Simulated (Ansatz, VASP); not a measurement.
**Os in VASP and in Ansatz**

```
Os
1.0
     1.38857   -4.03680    0.02672
     1.38857    4.03680    0.02672
    -0.05359    0.00000    2.74578
Os
2
Cartesian
  1.3752 -2.8651 0.7132
  1.3484 2.8651 2.0861
```

Alike in both runs: functional PBE; k mesh 8 × 8 × 6; occupations gaussian, width 0.1 eV; no spin polarisation.

Ansatz relaxed the structure, and its values are those at the end. VASP's run is a single point on that final structure, the one shown.

```csv
,VASP,Ansatz
version,VASP 6.6.1,Ansatz 0.2.0
potentials or method,"VASP PAW PBE potentials, release 64 (Os_sv_GW), cutoff 560 eV","scalar-relativistic, plane waves, PAW"
valence electrons in the cell,32,32
```

```csv
,VASP,Ansatz,Ansatz less VASP
gap on the k mesh at the Fermi level (eV),none,none,-
pressure (GPa),-1.0,0.2,+1.25
rms of the force components (eV/Å),0.017,0.003,-0.0143
```

A gap of «none» marks a metal or a gap that the smearing closes.

The k mesh is coarse, so the values compare programs but aren't converged. Neither program's run includes spin-orbit coupling.
